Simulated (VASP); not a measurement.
# CaZr2N3 (P6/mmm) in VASP: notebook

CaZr2N3 is run at these levels: PBE; tasks: single point.

All numbers are computed with VASP 6.6.1; they aren't measurements. Logs are shortened: lines on timing, memory, paths and dates and some standing lists are left out, and cuts for length are marked.

## Step 1: The cell of the first run

Symmetry: P6/mmm, No. 191, hexagonal system. The conventional cell has a = 5.784 Å, b = 5.784 Å, c = 2.968 Å, α = 90.00°, β = 90.00°, γ = 120.00°. Ca (site symmetry 6/mmm) has 2 Ca at 2.97 Å and 12 N at 3.25 Å and 6 Zr at 3.34 Å within 3.9 Å. Zr (site symmetry -6m2) has 6 N at 2.23 Å and 2 Zr at 2.97 Å within 3.0 Å. Within 3.0 Å of N (site symmetry mmm) lie 4 Zr at 2.23 Å and 6 N at 2.89 to 2.97 Å.

The cell was generated, and may not be a known phase.

## Step 2: Single point, PBE

Contents of INCAR:

```
ALGO = Normal ; EDIFF = 1E-7
ENCUT = 520 ; GGA = PE
ISIF = 2 ; ISMEAR = 0
LASPH = True ; LCHARG = True
LELF = True ; LREAL = False
LVHAR = True ; LWAVE = False
NBANDS = 34 ; NELM = 100
PREC = Accurate ; SIGMA = 0.1
```

Contents of KPOINTS:

```
k-points
0
Gamma
  3 3 6
```

Contents of POSCAR:

```
CaZr2N3
1.0
    5.7844811219      0.0000000000      0.0000000000
   -2.8922405609      5.0095075993      0.0000000000
    0.0000000000      0.0000000000      2.9675779902
Ca Zr N
1 2 3
Direct
    0.0000000000      0.0000000000      0.0000000000
    0.3333333333      0.6666666667      0.0000000000
    0.6666666667      0.3333333333      0.0000000000
    0.5000000000      0.0000000000      0.5000000000
    0.5000000000      0.5000000000      0.5000000000
    0.0000000000      0.5000000000      0.5000000000
```

Potentials or basis: VASP PAW PBE potentials, release 64 (Ca_sv, Zr_sv, N).

Started as:

```sh
$ cat potpaw_PBE.64/Ca_sv/POTCAR potpaw_PBE.64/Zr_sv/POTCAR potpaw_PBE.64/N/POTCAR > POTCAR
$ mpirun -np 1 vasp_std > vasp.out
```

OUTCAR:

```text
EDIFF = 1E-7
   ENCUT = 520
   GGA = PE
   ISIF = 2
   ISMEAR = 0
   LASPH = True
   LREAL = False
   NELM = 100
   PREC = Accurate

 ion  position               nearest neighbor table
   1  0.000  0.000  0.000-   2 3.34   3 3.34   2 3.34   3 3.34   3 3.34   2 3.34
   2  0.333  0.667  0.000-   4 2.23   4 2.23   6 2.23   6 2.23   5 2.23   5 2.23   1 3.34   3 3.34
                             3 3.34   1 3.34   1 3.34   3 3.34
   3  0.667  0.333  0.000-   4 2.23   4 2.23   6 2.23   6 2.23   5 2.23   5 2.23   1 3.34   2 3.34
                             2 3.34   1 3.34   1 3.34   2 3.34
   4  0.500  0.000  0.500-   2 2.23   3 2.23   2 2.23   3 2.23
   5  0.500  0.500  0.500-   2 2.23   3 2.23   2 2.23   3 2.23
   6  0.000  0.500  0.500-   2 2.23   3 2.23   2 2.23   3 2.23

  LATTYP: Found a hexagonal cell.
 ALAT       =     5.7844811219
 C/A-ratio  =     0.5130240600

  Lattice vectors:

 A1 = (   5.7844811219,   0.0000000000,   0.0000000000)
 A2 = (  -2.8922405609,   5.0095075993,   0.0000000000)
 A3 = (   0.0000000000,   0.0000000000,   2.9675779902)

Analysis of symmetry for initial positions (statically):
=====================================================================
 Subroutine PRICEL returns:
 Original cell was already a primitive cell.

 Routine SETGRP: Setting up the symmetry group for a
 hexagonal supercell.

 Subroutine GETGRP returns: Found 24 space group operations
 (whereof 24 operations were pure point group operations)
 out of a pool of 24 trial point group operations.

The static configuration has the point symmetry D_6h.

Analysis of symmetry for dynamics (positions and initial velocities):
=====================================================================
 Subroutine PRICEL returns:
 Original cell was already a primitive cell.

 Routine SETGRP: Setting up the symmetry group for a
 hexagonal supercell.

 Subroutine GETGRP returns: Found 24 space group operations
 (whereof 24 operations were pure point group operations)
 out of a pool of 24 trial point group operations.

The dynamic configuration has the point symmetry D_6h.

 Subroutine INISYM returns: Found 24 space group operations
 (whereof 24 operations are pure point group operations),
 and found     1 'primitive' translations

----------------------------------------------------------------------------------------

                                     Primitive cell

  volume of cell :      85.9927

  direct lattice vectors                    reciprocal lattice vectors
     5.784481122  0.000000000  0.000000000     0.172876353  0.099810209  0.000000000
    -2.892240561  5.009507599  0.000000000     0.000000000  0.199620418  0.000000000
     0.000000000  0.000000000  2.967577990     0.000000000  0.000000000  0.336975137

  length of vectors
     5.784481122  5.784481122  2.967577990     0.199620418  0.199620418  0.336975137

  position of ions in fractional coordinates (direct lattice)
     0.000000000  0.000000000  0.000000000
     0.333333333  0.666666667  0.000000000
     0.666666667  0.333333333  0.000000000
     0.500000000  0.000000000  0.500000000
     0.500000000  0.500000000  0.500000000
     1.000000000  0.500000000  0.500000000

  ion indices of the primitive-cell ions
   primitive index   ion index
                 1           1
                 2           2
                 3           3
                 4           4
                 5           5
                 6           6

----------------------------------------------------------------------------------------

 KPOINTS: k-points

Automatic generation of k-mesh.
 Grid dimensions read from file:
 generate k-points for:    3    3    6

 Generating k-lattice:

  Cartesian coordinates                     Fractional coordinates (reciprocal lattice)
     0.057625451  0.033270070  0.000000000     0.333333333  0.000000000  0.000000000
     0.000000000  0.066540139  0.000000000     0.000000000  0.333333333  0.000000000
     0.000000000  0.000000000  0.056162523     0.000000000  0.000000000  0.166666667

  Length of vectors
     0.066540139  0.066540139  0.056162523

  Shift w.r.t. Gamma in fractional coordinates (k-lattice)
     0.000000000  0.000000000  0.000000000

 Subroutine IBZKPT returns following result:
 ===========================================

 Found     12 irreducible k-points:

 Following reciprocal coordinates:
            Coordinates               Weight
  0.000000  0.000000  0.000000      1.000000
  0.333333 -0.000000  0.000000      6.000000
  0.333333  0.333333  0.000000      2.000000
  0.000000  0.000000  0.166667      2.000000
  0.333333 -0.000000  0.166667     12.000000
  0.333333  0.333333  0.166667      4.000000
  0.000000  0.000000  0.333333      2.000000
  0.333333 -0.000000  0.333333     12.000000
  0.333333  0.333333  0.333333      4.000000
  0.000000  0.000000  0.500000      1.000000
  0.333333 -0.000000  0.500000      6.000000
  0.333333  0.333333  0.500000      2.000000
   k-points           NKPTS =     12   k-points in BZ     NKDIM =     12   number of bands    NBANDS=     34
   number of dos      NEDOS =    301   number of ions     NIONS =      6
   total plane-waves  NPLWV =  55296
   dimension x,y,z NGX =    48 NGY =   48 NGZ =   24
   dimension x,y,z NGXF=    96 NGYF=   96 NGZF=   48
   ions per type =               1   2   3
   NGX,Y,Z   is equivalent  to a cutoff of  13.80, 13.80, 13.44 a.u.
   NGXF,Y,Z  is equivalent  to a cutoff of  27.59, 27.59, 26.89 a.u.
 SYSTEM =  unknown system
   PREC   = accura    normal or accurate (medium, high low for compatibility)
   ISTART =      0    job   : 0-new  1-cont  2-samecut
   ICHARG =      2    charge: 1-file 2-atom 10-const
   ISPIN  =      1    spin polarized calculation?
   LNONCOLLINEAR =      F non collinear calculations
   LSORBIT =      F    spin-orbit coupling
   LASPH  =      T    aspherical Exc in radial PAW
   ENCUT  =  520.0 eV  38.22 Ry    6.18 a.u.  10.76 10.76  5.52*2*pi/ulx,y,z
   NELM   =    100;   NELMIN=  2; NELMDL= -5     # of ELM steps
   EDIFF  = 0.1E-06   stopping-criterion for ELM
   LREAL  =      F    real-space projection
   EDIFFG = 0.1E-05   stopping-criterion for IOM
   NSW    =      0    number of steps for IOM
   IBRION =     -1    ionic relax: 0-MD 1-quasi-New 2-CG
   NFREE  =      0    steps in history (QN), initial steepest desc. (CG)
   ISIF   =      2    stress and relaxation
   ISYM   =      2    0-nonsym 1-usesym 2-fastsym
   POTIM  = 0.5000    time-step for ionic-motion
   TEBEG  =    0.0;   TEEND  =   0.0 temperature during run
   PSTRESS=    0.0 pullay stress
   NELECT =      49.0000    total number of electrons
   NUPDOWN=      -1.0000    fix difference up-down
   EMIN   =  10.00;   EMAX   =-10.00  energy-range for DOS
   EFERMI =   0.00;   METHOD = LEGACY
   ISMEAR =     0;   SIGMA  =   0.10  broadening in eV -4-tet -1-fermi 0-gaus
   EFERMI_NEDOS =   21; number of points for ismear=-14 and -15
   IALGO  =     38    algorithm
   IMIX   =      4    mixing-type and parameters
     AMIX     =   0.40;   BMIX     =  1.00
     AMIX_MAG =   1.60;   BMIX_MAG =  1.00
  volume/ion in A,a.u.               =      14.33        96.72
  Fermi-wavevector in a.u.,A,eV,Ry     =   1.357229  2.564790 25.062876  1.842069
  Thomas-Fermi vector in A             =   2.484165
   LORBIT       =      0    0 simple, 1 ext, 2 COOP (PROOUT), +10 PAW based schemes
   GGA     = PE    functional components
   LHFCALC =     F    Hartree Fock is set to
   AEXX    =    0.0000 exact exchange contribution
   IVDW    =     0    specifies the selected vdW correction
   LEPSILON=     F    determine dielectric tensor
   LRPA    =     F    only Hartree local field effects (RPA)
 non-spin polarized calculation
 Gauss-broadening in eV      SIGMA  =   0.10
  energy-cutoff  :      520.00
  volume of cell :       85.99
 maximum number of plane-waves:      2337
 NGX is ok and might be reduce to    48
   NGX = 21   NGY = 21   NGZ = 11

 number of electron      48.9999999 magnetization

 Free energy of the ion-electron system (eV)
  ---------------------------------------------------
  ext. energy  EPLUGINS =         0.00000000
  ---------------------------------------------------
  free energy    TOTEN  =       -50.62354691 eV

  energy without entropy =      -50.61753557  energy(sigma->0) =      -50.62054124

 E-fermi :   8.3125     XC(G=0): -11.1089

 val. band max:        8.2153765153   @ k =   0.3333   0.3333   0.0000
 cond. band min:       8.3682760721   @ k =   0.3333   0.3333   0.0000
 fundamental gap:      0.1528995568
 Fermi energy:         8.3124924976

 k-point     1 :       0.0000    0.0000    0.0000
  band No.  band energies     occupation
      1     -40.9471      2.00000
      2     -40.8927      2.00000
      3     -34.0861      2.00000
      4     -19.3748      2.00000
      5     -19.3748      2.00000
      6     -18.9856      2.00000
[... 26 lines left out ...]
     33      11.2595      0.00000
     34      11.2595      0.00000

 k-point     2 :       0.3333   -0.0000    0.0000
  band No.  band energies     occupation
      1     -40.9356      2.00000
      2     -40.9042      2.00000
      3     -34.0864      2.00000
      4     -19.3975      2.00000
      5     -19.3076      2.00000
      6     -19.0543      2.00000
[... 26 lines left out ...]
     33      11.9778      0.00000
     34      12.2235      0.00000

 k-point     3 :       0.3333    0.3333    0.0000
  band No.  band energies     occupation
      1     -40.9199      2.00000
      2     -40.9199      2.00000
      3     -34.0865      2.00000
      4     -19.4088      2.00000
      5     -19.1863      2.00000
      6     -19.1863      2.00000
[... 26 lines left out ...]
     33      12.1619      0.00000
     34      12.1625      0.00000
[... 260 lines left out ...]
 k-point    11 :       0.3333   -0.0000    0.5000
  band No.  band energies     occupation
      1     -40.8112      2.00000
      2     -40.7827      2.00000
      3     -33.9646      2.00000
      4     -19.6628      2.00000
      5     -19.5285      2.00000
      6     -19.1343      2.00000
[... 26 lines left out ...]
     33      13.1057      0.00000
     34      13.1158      0.00000

 k-point    12 :       0.3333    0.3333    0.5000
  band No.  band energies     occupation
      1     -40.7970      2.00000
      2     -40.7970      2.00000
      3     -33.9647      2.00000
      4     -19.5961      2.00000
      5     -19.5961      2.00000
      6     -19.1431      2.00000
[... 26 lines left out ...]
     33      13.4396      0.00000
     34      13.7706      0.00000

------------------------ aborting loop because EDIFF is reached ----------------------------------------

  FORCE on cell =-STRESS in cart. coord.  units (eV):
  Direction    XX          YY          ZZ          XY          YZ          ZX
  --------------------------------------------------------------------------------------
  -------------------------------------------------------------------------------------
  Total        0.0609761      0.0609761      0.0410140      0.0000000      0.0000000      0.0000000
  in kB        1.1360788      1.1360788      0.7641538      0.0000000      0.0000000      0.0000000
  external PRESSURE =       1.0121038 kB  Pullay stress =       0.0000000 kB

 VOLUME and BASIS-vectors are now :
 -----------------------------------------------------------------------------
  energy-cutoff  :      520.00
  volume of cell :       85.99
      direct lattice vectors                 reciprocal lattice vectors
     5.784481122  0.000000000  0.000000000     0.172876353  0.099810209  0.000000000
    -2.892240561  5.009507599  0.000000000     0.000000000  0.199620418  0.000000000
     0.000000000  0.000000000  2.967577990     0.000000000  0.000000000  0.336975137

 POSITION                                       TOTAL-FORCE (eV/Angst)
 -----------------------------------------------------------------------------------
      0.00000      0.00000      0.00000        -0.000000      0.000000      0.000000
     -0.00000      3.33967      0.00000         0.000000      0.000000      0.000000
      2.89224      1.66984      0.00000        -0.000000      0.000000      0.000000
      2.89224      0.00000      1.48379        -0.000000      0.000000      0.000000
      1.44612      2.50475      1.48379        -0.000000      0.000000      0.000000
     -1.44612      2.50475      1.48379        -0.000000      0.000000      0.000000
 -----------------------------------------------------------------------------------
    total drift:                               -0.000000      0.000000     -0.000000

  FREE ENERGIE OF THE ION-ELECTRON SYSTEM (eV)
  ---------------------------------------------------
  free  energy   TOTEN  =       -50.6235469149 eV

  energy  without entropy=      -50.6175355660  energy(sigma->0) =      -50.62054124
```

Wall time 1.7 min (1 thread of Intel Xeon 8259CL, shared host); peak memory 0.24 GiB.

What came out:

| Property | Result |
| --- | --- |
| Free energy | -50.6235 eV |
| Pressure | 0.1 GPa |
| Band gap on the k mesh | zero (an odd number of electrons rules out a gap without spin polarisation) |

Caveat: the k points lie up to 0.42 Å⁻¹ apart, too coarse for converged energies and pressures of a metal; an odd number of electrons without spin polarisation forces a metal; a magnetic or distorted state may lie lower.

## Step 3: Single point, PBE

Contents of INCAR:

```
SYSTEM = CaZr2N3
  PREC = Accurate
  ENCUT = 520
  EDIFF = 1E-7
  ISMEAR = 0
  SIGMA = 0.1
  LREAL = .False.
  LASPH = .True.
  NELM = 60
  ALGO = Normal
  ISIF = 2
  LWAVE = .False.
  LCHARG = .False.
  GGA = PE
  NBANDS = 34
```

Contents of KPOINTS:

```
regular mesh
0
Gamma
  6 6 4
  0 0 0
```

Edit POSCAR of step 2 so:

```diff
@@ -2,5 +2,5 @@
 1.0
-    5.7844811219      0.0000000000      0.0000000000
-   -2.8922405609      5.0095075993      0.0000000000
-    0.0000000000      0.0000000000      2.9675779902
+    5.7741670930      0.0000000000      0.0000000000
+   -2.8870835465      5.0005753882      0.0000000000
+    0.0000000000      0.0000000000      2.9778472354
 Ca Zr N
```

Potentials or basis: VASP PAW PBE potentials, release 64 (Ca_sv, Zr_sv, N).

Started as:

```sh
$ cat potpaw_PBE.64/Ca_sv/POTCAR potpaw_PBE.64/Zr_sv/POTCAR potpaw_PBE.64/N/POTCAR > POTCAR
$ mpirun -np 1 vasp_std > vasp.out
```

Wall time 2.3 min (1 thread of Intel Xeon 8259CL, shared host); peak memory 0.25 GiB.

The run converged. Its results:

| Item | Value |
| --- | --- |
| Free energy | -50.6484 eV |
| Pressure | 0.2 GPa |
| Band gap on the k mesh | zero (an odd number of electrons rules out a gap without spin polarisation) |

Levels at points of the mesh, in eV from the Fermi level:
| k point | band 21 | band 22 | band 23 | band 24 | band 25 | band 26 | band 27 | band 28 | band 29 | band 30 |
| --- | --- | --- | --- | --- | --- | --- | --- | --- | --- | --- |
| (0.00, 0.00, 0.00) | -2.20 | -1.56 | -1.56 | -1.07 | -1.02 | -0.39 | 1.08 | 1.08 | 2.34 | 3.17 |
| (0.50, 0.00, 0.00) | -3.01 | -2.58 | -1.93 | -1.53 | -0.07 | 0.13 | 0.47 | 2.56 | 2.97 | 3.48 |
| (0.00, 0.00, 0.50) | -2.67 | -1.95 | -1.95 | -0.38 | 0.72 | 0.72 | 2.29 | 2.29 | 2.53 | 2.53 |
| (0.50, 0.00, 0.50) | -3.81 | -2.85 | -2.20 | -0.92 | -0.31 | 1.13 | 1.14 | 2.07 | 2.20 | 2.74 |

Caveat: the k points lie up to 0.53 Å⁻¹ apart, too coarse for converged energies and pressures of a metal; an odd number of electrons without spin polarisation forces a metal; a magnetic or distorted state may lie lower.

[end of part 1 of 2]

The gap in the log of VASP goes by the Fermi energy; the results here count the filled bands.